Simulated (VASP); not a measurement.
Input of a VASP 6.6.1 run:

INCAR

```
SYSTEM = GeSb4Te7
  PREC = Accurate
  ENCUT = 520
  EDIFF = 1E-6
  ISMEAR = 0
  SIGMA = 0.01
  LREAL = .False.
  LASPH = .True.
  NELM = 80
  ALGO = Normal
  ISIF = 2
  LWAVE = .False.
  LCHARG = .False.
  GGA = CA
  NBANDS = 50
```

KPOINTS

```
regular mesh
0
Gamma
  12 12 2
  0 0 0
```

File POSCAR:

```
GeSb4Te7
1.0
    4.2656559796      0.0000000000      0.0000000000
   -2.1328279898      3.6941664421      0.0000000000
    0.0000000000      0.0000000000     24.2241478557
Ge Sb Te
1 4 7
Direct
    0.0000000000      0.0000000000      0.5000000000
    0.6666666667      0.3333333333      0.9182117396
    0.3333333333      0.6666666667      0.3480243046
    0.3333333333      0.6666666667      0.0817882604
    0.6666666667      0.3333333333      0.6519756954
    0.3333333333      0.6666666667      0.8477998835
    0.6666666667      0.3333333333      0.1522001165
    0.0000000000      0.0000000000      0.7219453688
    0.6666666667      0.3333333333      0.4308888333
    0.3333333333      0.6666666667      0.5691111667
    0.0000000000      0.0000000000      0.0000000000
    0.0000000000      0.0000000000      0.2780546312
```

Potentials or basis: VASP PAW LDA potentials, release 64 (Ge_d, Sb, Te).

Run with:

```console
$ cat potpaw_LDA.64/Ge_d/POTCAR potpaw_LDA.64/Sb/POTCAR potpaw_LDA.64/Te/POTCAR > POTCAR
$ mpirun -np 1 vasp_std > vasp.out
```

(1) What does it give for the pressure?

(2) Estimate the largest force.

(3) Estimate the band gap on the k mesh.

## Answers

(1) -1.8 GPa.

(2) 0.056 eV/Å.

(3) 0.26 eV.

Caveat: spin-orbit coupling is left out, which moves the levels of the heavy elements.
